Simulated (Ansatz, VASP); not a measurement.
# One calculation of Ta, two programs

```
CELL_PARAMETERS angstrom
-1.65939 1.65939 1.65939
1.65939 -1.65939 1.65939
3.31879 3.31879 0.00000
ATOMIC_POSITIONS crystal
Ta 0.98402 0.01598 0.00000
Ta 0.51598 0.48402 0.50000
```

Change from the starting cell: mode 4 (88.7 1/cm) frozen in, largest displacement +0.075 Å.

Alike in both runs: task single point; functional PBE; k mesh 22 × 22 × 14; occupations gaussian, width 0.15 eV; no spin polarisation.

|  | VASP | Ansatz |
| --- | --- | --- |
| version | VASP 6.6.1 | Ansatz 0.2.0 |
| potentials or method | VASP PAW PBE potentials, release 64 (Ta_pv), cutoff 520 eV | scalar-relativistic, plane waves, PAW |
| valence electrons in the cell | 22 | 26 |

|  | VASP | Ansatz | Ansatz less VASP |
| --- | --- | --- | --- |
| gap on the k mesh at the Fermi level (eV) | none | none | - |
| pressure (GPa) | 0.6 | 0.5 | -0.09 |
| traceless stress, the component that is largest in VASP (GPa) | 0.08 | 0.08 | -0.003 |
| rms of the force components (eV/Å) | 0.221 | 0.222 | +0.0002 |

Atom by atom the forces differ by 0.000 eV/Å (rms over components). A gap of «none» marks a metal or a gap that the smearing closes. The functional is the same, so the differences come from potentials, cutoffs and numerics. VASP's potentials hold 22 valence electrons a cell and Ansatz's 26, so a difference there can come from the potentials and not from the codes.

Spin-orbit coupling is off throughout.
